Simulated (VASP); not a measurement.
Crystal: In2Ge2O7.

```
O In Ge
1.0
    -3.32941    0.00000    4.40554
     1.03151   -4.85286    0.00000
     3.32941    0.00000    4.40554
O In Ge
7 2 2
Direct
  0.00000 0.00000 0.00000
  0.59000 0.78200 0.41000
  0.41000 0.21800 0.59000
  0.92200 0.28900 0.40200
  0.40200 0.71100 0.92200
  0.07800 0.71100 0.59800
  0.59800 0.28900 0.07800
  0.30700 0.50000 0.30700
  0.69300 0.50000 0.69300
  0.76800 0.09200 0.23200
  0.23200 0.90800 0.76800
```

- Program: VASP 6.6.1
- Task: relaxation of cell and atoms
- Functional: PBEsol
- Potentials or basis: VASP PAW PBE potentials, release 64 (O, In_d, Ge_d)
- Cutoff: 600 eV
- k mesh: 4 × 4 × 4
- Occupations: fermi-dirac, width 0.1 eV
- Spin: no spin polarisation

At the start: pressure 3.2 GPa; volume 12.94 Å³/atom.

Where does the relaxation end?

Over 20 steps the energy falls by 13.1 meV/atom and the volume is 13.01 Å³/atom (+0.5 %); space group C2/m (No. 12, to 0.1 Å) before and after.

Step by step:
```csv
step,energy change (eV),largest force (eV/Å),pressure (GPa),volume (Å³)
1,0.0000,1.0939,3.21,142.36
2,-0.0102,0.8697,-5.37,147.77
3,-0.1228,0.3219,-1.49,145.05
4,-0.1362,0.1699,0.22,143.17
5,-0.1373,0.1023,-0.15,143.57
6,-0.1398,0.1348,0.35,143.06
7,-0.1399,0.1080,0.26,143.15
8,-0.1425,0.0555,0.12,143.21
9,-0.1431,0.0811,0.01,143.26
10,-0.1435,0.0547,-0.08,143.30
11,-0.1435,0.0422,-0.06,143.29
12,-0.1437,0.0346,-0.01,143.22
13,-0.1437,0.0278,-0.02,143.23
14,-0.1438,0.0233,0.03,143.18
15,-0.1439,0.0183,0.08,143.11
16,-0.1439,0.0331,0.19,142.98
17,-0.1440,0.0166,0.13,143.07
18,-0.1440,0.0116,0.06,143.10
19,-0.1441,0.0114,-0.02,143.14
20,-0.1441,0.0097,-0.02,143.14
```

Final structure:
```
CELL_PARAMETERS angstrom
-3.32663 0.00285 4.43634
1.03478 -4.85032 0.00000
3.32663 -0.00285 4.43634
ATOMIC_POSITIONS crystal
O 0.00000 0.00000 0.00000
O 0.58690 0.77364 0.41310
O 0.41310 0.22636 0.58690
O 0.92618 0.28810 0.40684
O 0.40684 0.71190 0.92618
O 0.07382 0.71190 0.59316
O 0.59316 0.28810 0.07382
In 0.30711 0.50000 0.30711
In 0.69289 0.50000 0.69289
Ge 0.76340 0.09412 0.23660
Ge 0.23660 0.90588 0.76340
```

Caveat: the PAW data sets were made with another functional, which shifts forces and pressure a little.
